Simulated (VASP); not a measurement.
# Rb2LiNb2Te2O12 (Cm) in VASP: electric field gradients with PBE

Aim: the electric field gradients of Rb2LiNb2Te2O12 with PBE.

Program: VASP 6.6.1. These are calculated values, not measurements. Logs are shortened: lines on timing, memory, paths and dates and some standing lists are left out, and cuts for length are marked.

### 1 The cell of the first run

Symmetry: Cm, No. 8, monoclinic system. Conventional cell: a = 12.953 Å, b = 7.510 Å, c = 7.517 Å, α = 90.00°, β = 125.06°, γ = 90.00°. Within 4.2 Å of Rb (site symmetry m) lie 18 O at 2.99 to 4.07 Å and 1 Rb at 3.94 Å and 2 Nb at 4.06 Å and 2 Te at 4.10 to 4.19 Å. Rb (site symmetry m) has 15 O at 2.83 to 3.91 Å and 1 Li at 3.16 Å and 4 Nb at 3.92 to 3.96 Å and 1 Rb at 3.94 Å and 2 Te at 3.98 Å within 4.0 Å. Within 2.6 Å of Li (site symmetry m) lie 5 O at 1.97 to 2.56 Å. Nb (site symmetry 1) has 6 O at 1.95 to 2.09 Å within 2.6 Å. Within 2.7 Å of Te (site symmetry m) lie 6 O at 2.01 to 2.07 Å. Within 2.6 Å of Te (site symmetry m) lie 6 O at 1.95 to 1.98 Å. Within 3.0 Å of O (site symmetry m) lie 2 Te at 1.98 to 2.07 Å and 8 O at 2.68 to 2.99 Å and 1 Li at 2.76 Å. Within 2.6 Å of O (site symmetry m) lie 2 Nb at 1.97 Å.

### 2 Electric field gradients, PBE

INCAR reads:

```
  PREC = Accurate
  ENCUT = 520
  EDIFF = 1E-8
  ISMEAR = -1
  SIGMA = 0.05
  LREAL = Auto
  LASPH = T
  NELM = 80
  ALGO = Normal
  ISIF = 2
  LWAVE = F
  LCHARG = F
  GGA = PE
  LEFG = T
  NBANDS = 80
  KPAR = 4
```

KPOINTS reads:

```
Automatic mesh
0
Gamma
  5 5 5
```

POSCAR reads:

```
Rb2LiNb2Te2O12
1.0
    6.4763096357     -3.7549279269      0.0000000000
    6.4763096357      3.7549279269      0.0000000000
   -4.3179410953      0.0000000000      6.1526859801
Rb Li Nb Te O
2 1 2 2 12
Direct
    0.3550905000      0.3550905000      0.5817710000
    0.5752765000      0.5752765000      0.2224290000
    0.7357780000      0.7357780000      0.7360280000
    0.5026340000      0.0089090000      0.0235040000
    0.0089090000      0.5026340000      0.0235040000
    0.0119935000      0.0119935000      0.5199830000
    0.0028915000      0.0028915000      0.0086530000
    0.9347460000      0.9347460000      0.6963270000
    0.3188515000      0.3188515000      0.0754380000
    0.9386210000      0.3115360000      0.0736800000
    0.3306710000      0.9420320000      0.6956510000
    0.3115360000      0.9386210000      0.0736800000
    0.9420320000      0.3306710000      0.6956510000
    0.0737525000      0.0737525000      0.3203410000
    0.6915345000      0.6915345000      0.9470310000
    0.0561950000      0.6934840000      0.9320230000
    0.6889780000      0.0680870000      0.3276220000
    0.6934840000      0.0561950000      0.9320230000
    0.0680870000      0.6889780000      0.3276220000
```

Potentials or basis: VASP PAW PBE potentials, release 64 (Rb_sv, Li_sv, Nb_sv, Te, O).

Run with:

```console
$ cat potpaw_PBE.64/Rb_sv/POTCAR potpaw_PBE.64/Li_sv/POTCAR potpaw_PBE.64/Nb_sv/POTCAR potpaw_PBE.64/Te/POTCAR potpaw_PBE.64/O/POTCAR > POTCAR
$ mpirun -np 4 vasp_std > vasp.out
```

OUTCAR:

```text
PREC = Accurate
   ENCUT = 520
   EDIFF = 1E-8
   ISMEAR = -1
   LREAL = Auto
   LASPH = T
   NELM = 80
   ISIF = 2
   GGA = PE

 ion  position               nearest neighbor table
   1  0.355  0.355  0.582-  14 2.99  17 3.14  19 3.14  18 3.46  16 3.46  10 3.51  12 3.51   9 3.56
                            15 3.58  13 3.70  11 3.70   8 3.86   8 3.86   2 3.94   5 4.06   4 4.06
   2  0.575  0.575  0.222-   9 2.83  10 2.84  12 2.84   3 3.16  15 3.18  18 3.27  16 3.27  17 3.81
                            19 3.81  14 3.83  14 3.83  17 3.86  19 3.86   4 3.92   5 3.92   1 3.94
   3  0.736  0.736  0.736-  15 1.97  16 2.05  18 2.05   5 2.78   4 2.78   7 2.83   2 3.16
   4  0.503  0.009  0.024-  17 1.95   9 1.97  12 1.99  15 2.02  11 2.06  18 2.09   3 2.78   2 3.92
                             2 3.96   1 4.06
   5  0.009  0.503  0.024-  19 1.95   9 1.97  10 1.99  15 2.02  13 2.06  16 2.09   3 2.78   2 3.92
                             2 3.96   1 4.06
   6  0.012  0.012  0.520-  11 2.01  13 2.01  17 2.06  19 2.06  14 2.07   8 2.07   1 4.19   1 4.42
                             1 4.42   2 4.68   2 4.68   2 4.74
   7  0.003  0.003  0.009-  10 1.95  12 1.95  16 1.96  18 1.96  14 1.96   8 1.98   3 2.83   2 3.98
                             2 3.98   1 4.10   1 4.58   1 4.58
   8  0.935  0.935  0.696-   7 1.98   6 2.07   1 3.86   1 3.86
   9  0.319  0.319  0.075-   4 1.97   5 1.97   2 2.83   1 3.56
  10  0.939  0.312  0.074-   7 1.95   5 1.99   2 2.84   1 3.51
  11  0.331  0.942  0.696-   6 2.01   4 2.06   1 3.70
  12  0.312  0.939  0.074-   7 1.95   4 1.99   2 2.84   1 3.51
  13  0.942  0.331  0.696-   6 2.01   5 2.06   1 3.70
  14  0.074  0.074  0.320-   7 1.96   6 2.07   1 2.99   2 3.83   2 3.83
  15  0.692  0.692  0.947-   3 1.97   4 2.02   5 2.02   2 3.18   1 3.58
  16  0.056  0.693  0.932-   7 1.96   3 2.05   5 2.09   2 3.27   1 3.46
  17  0.689  0.068  0.328-   4 1.95   6 2.06   1 3.14   2 3.81   2 3.86
  18  0.693  0.056  0.932-   7 1.96   3 2.05   4 2.09   2 3.27   1 3.46
  19  0.068  0.689  0.328-   5 1.95   6 2.06   1 3.14   2 3.81   2 3.86

  LATTYP: Found a base centered monoclinic cell.
 ALAT       =    12.9526192714
 B/A-ratio  =     0.5797943795
 C/A-ratio  =     0.5803196002
 COS(beta)  =    -0.5744495246

  Lattice vectors:

 A1 = (   6.4763096357,  -3.7549279269,   0.0000000000)
 A2 = (   6.4763096357,   3.7549279269,   0.0000000000)
 A3 = (  -4.3179410953,   0.0000000000,   6.1526859801)

Analysis of symmetry for initial positions (statically):
=====================================================================
 Subroutine PRICEL returns:
 Original cell was already a primitive cell.

 Routine SETGRP: Setting up the symmetry group for a
 base centered monoclinic supercell.

 Subroutine GETGRP returns: Found  2 space group operations
 (whereof  2 operations were pure point group operations)
 out of a pool of  4 trial point group operations.

The static configuration has the point symmetry C_1h.

Analysis of symmetry for dynamics (positions and initial velocities):
=====================================================================
 Subroutine PRICEL returns:
 Original cell was already a primitive cell.

 Routine SETGRP: Setting up the symmetry group for a
 base centered monoclinic supercell.

 Subroutine GETGRP returns: Found  2 space group operations
 (whereof  2 operations were pure point group operations)
 out of a pool of  4 trial point group operations.

The dynamic configuration has the point symmetry C_1h.

 Subroutine INISYM returns: Found  2 space group operations
 (whereof  2 operations are pure point group operations),
 and found     1 'primitive' translations

----------------------------------------------------------------------------------------

                                     Primitive cell

  volume of cell :     299.2430

  direct lattice vectors                    reciprocal lattice vectors
     6.476309636 -3.754927927  0.000000000     0.077204462 -0.133158348  0.054181917
     6.476309636  3.754927927  0.000000000     0.077204462  0.133158348  0.054181917
    -4.317941095  0.000000000  6.152685980     0.000000000  0.000000000  0.162530642

  length of vectors
[... 125 lines left out ...]
   TEBEG  =    0.0;   TEEND  =   0.0 temperature during run
   PSTRESS=    0.0 pullay stress
   NELECT =     131.0000    total number of electrons
   NUPDOWN=      -1.0000    fix difference up-down
   EMIN   =  10.00;   EMAX   =-10.00  energy-range for DOS
   EFERMI =   0.00;   METHOD = LEGACY
   ISMEAR =    -1;   SIGMA  =   0.05  broadening in eV -4-tet -1-fermi 0-gaus
   EFERMI_NEDOS =   21; number of points for ismear=-14 and -15
   IALGO  =     38    algorithm
   IMIX   =      4    mixing-type and parameters
     AMIX     =   0.40;   BMIX     =  1.00
     AMIX_MAG =   1.60;   BMIX_MAG =  1.00
  volume/ion in A,a.u.               =      15.75       106.28
  Fermi-wavevector in a.u.,A,eV,Ry     =   1.243056  2.349035 21.023554  1.545188
  Thomas-Fermi vector in A             =   2.377383
   LORBIT       =      0    0 simple, 1 ext, 2 COOP (PROOUT), +10 PAW based schemes
   GGA     = PE    functional components
   LHFCALC =     F    Hartree Fock is set to
   AEXX    =    0.0000 exact exchange contribution
   IVDW    =     0    specifies the selected vdW correction
   LEPSILON=     F    determine dielectric tensor
   LRPA    =     F    only Hartree local field effects (RPA)
 non-spin polarized calculation
  energy-cutoff  :      520.00
  volume of cell :      299.24
 maximum number of plane-waves:      8079
   NGX = 27   NGY = 27   NGZ = 27

 number of electron     130.9999997 magnetization

 Free energy of the ion-electron system (eV)
  ---------------------------------------------------
  ext. energy  EPLUGINS =         0.00000000
  ---------------------------------------------------
  free energy    TOTEN  =      -125.20242290 eV

  energy without entropy =     -125.17441364  energy(sigma->0) =     -125.18841827

 E-fermi :   3.9051     XC(G=0):  -9.2666

 val. band max:        3.8980535684   @ k =  -0.4000  -0.4000   0.2000
 cond. band min:       3.9396290922   @ k =   0.2000  -0.0000   0.2000
 fundamental gap:      0.0415755239
 Fermi energy:         3.9051115293

 k-point     1 :       0.0000    0.0000    0.0000
  band No.  band energies     occupation
      1     -52.7114      2.00000
      2     -52.7061      2.00000
      3     -42.2171      2.00000
      4     -28.9206      2.00000
      5     -28.8611      2.00000
      6     -28.8524      2.00000
[... 1909 lines left out ...]
     76       8.7916      0.00000
     77       8.8536      0.00000

 [... further k-points ...]

 [bands above 77 left out]

------------------------ aborting loop because EDIFF is reached ----------------------------------------

  FORCE on cell =-STRESS in cart. coord.  units (eV):
  Direction    XX          YY          ZZ          XY          YZ          ZX
  --------------------------------------------------------------------------------------
  -------------------------------------------------------------------------------------
  Total       -2.8791321     -3.0362546     -3.6125341      0.0000000      0.0000000      0.2188439
  in kB      -15.4151662    -16.2564163    -19.3418756      0.0000000      0.0000000      1.1717126
  external PRESSURE =     -17.0044861 kB  Pullay stress =       0.0000000 kB

 VOLUME and BASIS-vectors are now :
 -----------------------------------------------------------------------------
  energy-cutoff  :      520.00
  volume of cell :      299.24
      direct lattice vectors                 reciprocal lattice vectors
     6.476309636 -3.754927927  0.000000000     0.077204462 -0.133158348  0.054181917
     6.476309636  3.754927927  0.000000000     0.077204462  0.133158348  0.054181917
    -4.317941095  0.000000000  6.152685980     0.000000000  0.000000000  0.162530642

 POSITION                                       TOTAL-FORCE (eV/Angst)
 -----------------------------------------------------------------------------------
      2.08730      0.00000      3.57945         0.005414      0.000000     -0.021392
      6.49090      0.00000      1.36854        -0.002563      0.000000      0.011459
      6.35213      0.00000      4.52855        -0.017231      0.000000      0.122038
      3.21142     -1.85390      0.14461        -0.012098      0.019246      0.073357
      3.21142      1.85390      0.14461        -0.012098     -0.019246      0.073357
     -2.08991      0.00000      3.19929        -0.025769      0.000000     -0.021544
[... 11 lines left out ...]
      0.83073     -2.39297      5.73444        -0.312702      0.061256      0.038626
      3.48833      2.33140      2.01576        -0.097304     -0.157161     -0.504450
 -----------------------------------------------------------------------------------
    total drift:                               -0.009974     -0.000000      0.005552

  FREE ENERGIE OF THE ION-ELECTRON SYSTEM (eV)
  ---------------------------------------------------
  free  energy   TOTEN  =      -125.2024228980 eV

  energy  without entropy=     -125.1744136401  energy(sigma->0) =     -125.18841827

 Electric field gradients (V/A^2)
---------------------------------------------------------------------
 ion       V_xx      V_yy      V_zz      V_xy      V_xz      V_yz
---------------------------------------------------------------------
   1     -10.475    -4.619    15.094    -0.000    -3.184     0.000
   2     -34.930   -39.298    74.229     0.000    -0.505     0.000
   3      -0.904    -0.764     1.667    -0.000    -0.015     0.000
   4      56.917   -48.207    -8.710   -11.909   -16.428     3.565
   5      56.917   -48.207    -8.710    11.909   -16.428    -3.565
   6      60.292   -22.697   -37.595    -0.000   -55.772     0.000
[... 11 lines left out ...]
  18      31.818    17.931   -49.748   -75.705    30.009   -23.704
  19     -13.030    16.196    -3.166    44.486    27.221    51.569
---------------------------------------------------------------------

 Electric field gradients after diagonalization (V/A^2)
 (convention: |V_zz| > |V_xx| > |V_yy|)
----------------------------------------------------------------------
 ion       V_xx      V_yy      V_zz     asymmetry (V_yy - V_xx)/ V_zz
----------------------------------------------------------------------
   1     -10.866    -4.619    15.485       0.403
   2     -39.298   -34.933    74.231       0.059
   3      -0.904    -0.764     1.667       0.084
   4     -49.617   -12.578    62.195       0.596
   5     -49.617   -12.578    62.195       0.596
   6     -62.853   -22.697    85.550       0.469
[... 11 lines left out ...]
  18     -59.676   -50.332   110.007       0.085
  19     -50.278   -35.725    86.004       0.169
----------------------------------------------------------------------

           NMR quadrupolar parameters

 Cq : quadrupolar parameter    Cq=e*Q*V_zz/h
 eta: asymmetry parameters     (V_yy - V_xx)/ V_zz
 Q  : nuclear electric quadrupole moment in mb (millibarn)
----------------------------------------------------------------------
 ion       Cq(MHz)       eta       Q (mb)
----------------------------------------------------------------------
   1       0.037       0.403       1.000
   2       0.179       0.059       1.000
   3       0.004       0.084       1.000
   4       0.150       0.596       1.000
   5       0.150       0.596       1.000
   6       0.207       0.469       1.000
[... 11 lines left out ...]
  18       0.266       0.085       1.000
  19       0.208       0.169       1.000
----------------------------------------------------------------------
```

Wall time 14 min (4 MPI ranks of AMD EPYC 7R13 (Zen 3), shared host); peak memory 0.81 GiB.

Results:

| Quantity | Value |
| --- | --- |
| Free energy | -125.2024 eV |
| Largest force | 0.537 eV/Å |
| Band gap on the k mesh | zero (an odd number of electrons rules out a gap without spin polarisation) |
| Largest electric field gradient by atom | Rb +15.5, +74.2; Li +1.7; Nb +62.2; Te +85.5, -35.5; O +144.1, -11.6, +105.2, +112.4, +152.8, -17.8, +110.0, +86.0 (each value once) V/Å² |

Forces on the atoms (eV/Å):
```
Rb   0.005  0.000 -0.021
Rb  -0.003  0.000  0.011
Li  -0.017  0.000  0.122
Nb  -0.012  0.019  0.073
Nb  -0.012 -0.019  0.073
Te  -0.026  0.000 -0.022
Te   0.009  0.000 -0.008
O   -0.003  0.000  0.004
O   -0.273  0.000 -0.117
O    0.426  0.114 -0.043
O    0.024 -0.114  0.389
O    0.426 -0.114 -0.043
O    0.024  0.114  0.389
O   -0.012  0.000 -0.002
O    0.264  0.000  0.124
O   -0.313 -0.061  0.039
O   -0.097  0.157 -0.504
O   -0.313  0.061  0.039
O   -0.097 -0.157 -0.504
```

Electric field gradients, principal values (V/Å²):
```tsv
atom	least	middle	greatest (by size)
1 Rb	-4.619	-10.866	15.485
2 Rb	-34.933	-39.298	74.231
3 Li	-0.764	-0.904	1.667
4 Nb	-12.578	-49.617	62.195
5 Nb	-12.578	-49.617	62.195
6 Te	-22.697	-62.853	85.550
7 Te	12.855	22.668	-35.523
8 O	-26.791	-117.300	144.091
9 O	2.422	9.204	-11.626
10 O	-46.513	-58.718	105.231
11 O	-45.436	-66.920	112.357
12 O	-46.513	-58.718	105.231
13 O	-45.436	-66.920	112.357
14 O	-45.439	-107.349	152.787
15 O	7.758	10.000	-17.758
16 O	-50.332	-59.676	110.007
17 O	-35.725	-50.278	86.004
18 O	-50.332	-59.676	110.007
19 O	-35.725	-50.278	86.004
```

Caveat: the cutoff is under 1.25 times the usual one of these potentials, so pressure, stress and relaxed cells hold a basis-set (Pulay) error; without QUAD_EFG the Cq values of the log hold for a quadrupole moment of 1 mb, not for the nuclei; spin-orbit coupling is left out, which moves the levels of the heavy elements; an odd number of electrons without spin polarisation forces a metal; a magnetic or distorted state may lie lower.

The gap in the log of VASP goes by the Fermi energy; the results here count the filled bands.